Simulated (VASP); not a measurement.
RbBr:

```
Rb Br
1.0
     0.04326    3.46083    3.46083
     3.46083    0.04326    3.46083
     3.50409    3.50409    0.00000
Rb Br
1 1
Direct
  0.00000 0.00000 0.00000
  0.50000 0.50000 0.50000
```

This cell differs from its parent crystal: shear xy strain +2.5%.

Base run:

- Program: VASP 6.6.1
- Functional: r2SCAN
- Potentials or basis: VASP PAW PBE potentials, release 64 (Rb_sv, Br)
- Cutoff: 520 eV
- k mesh: 6 × 6 × 6
- Occupations: gaussian, width 0.01 eV
- Spin: no spin polarisation

Its results: band gap on the k mesh 4.87 eV; pressure 0.0 GPa.

Question: The run is repeated on the same cell with these changes: functional from r2SCAN to PBE; occupations from gaussian, width 0.01 eV to fermi-dirac, width 0.02 eV. What comes out?

Answer: Band gap on the k mesh 4.27 eV; pressure 0.6 GPa.

Caveats: the PAW data sets were made with another functional, which shifts forces and pressure a little (at least some runs).

